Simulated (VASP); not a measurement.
Runs of VASP 6.6.1 on GaAs. The structure is that of space group F-43m (No. 216), or close to it. The cells are those of the table. 

```tsv
cell	gap on the mesh (eV)	pressure (GPa)
a = 3.942, b = 3.942, c = 3.960 Å, angles 60.2, 60.2, 90.0°, 2 atoms	0.56	(a)
a = 3.982, b = 3.982, c = 3.963 Å, angles 59.8, 59.8, 90.0°, 2 atoms	0.46	-0.1
a = 3.883, b = 3.883, c = 3.947 Å, angles 60.5, 60.5, 90.0°, 2 atoms	(b)	2.6
a = 3.922, b = 3.922, c = 3.960 Å, angles 60.3, 60.3, 90.0°, 2 atoms	0.58	1.2
```

Alike in all rows: task single point; level LDA; potentials or basis VASP PAW LDA potentials, release 64 (Ga_d, As); no spin polarisation; k mesh 8 × 8 × 8; cutoff (eV) 520; smearing gaussian 0.01 eV.

Problem. Estimate the missing entries.

Solution. (a) 0.8; (b) 0.68.

A k mesh can miss the band edges, and the runs leave out spin-orbit coupling on As, Ga.
